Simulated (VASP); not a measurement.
Re12F (a cell with a defect), 13 atoms in the cell. The cell holds a defect, 13 atoms: a = 5.520 Å, b = 8.280 Å, c = 4.457 Å, α = 90.00°, β = 90.00°, γ = 120.00°. 

| Quantity | Value |
| --- | --- |
| Program | VASP 6.6.1 |
| Task | single point |
| Functional | PBEsol |
| Potentials or basis | VASP PAW PBE potentials, release 64 (Re, F) |
| Cutoff | 520 eV |
| k mesh | 3 × 2 × 3 |
| Occupations | fermi-dirac, width 0.15 eV |
| Spin | no spin polarisation |
| Dipole correction | no |
| Further INCAR settings | ALGO = Normal; EDIFF = 1e-06; NBANDS = 58 |

Potentials or basis: VASP PAW PBE potentials, release 64 (Re, F).

Command:

```sh
$ cat potpaw_PBE.64/Re/POTCAR potpaw_PBE.64/F/POTCAR > POTCAR
$ mpirun -np 1 vasp_std > vasp.out
```

Hardware: 1 thread of Intel(R) Xeon(R) Platinum 8488C (Sapphire Rapids), with other jobs on the host.

Problem. How long does it take, and how much memory?

Solution. Run time: 7.5 min on 1 thread of Intel(R) Xeon(R) Platinum 8488C (Sapphire Rapids) (shared host), peak memory 0.33 GiB. Counts: scf iterations 29, k points 10.
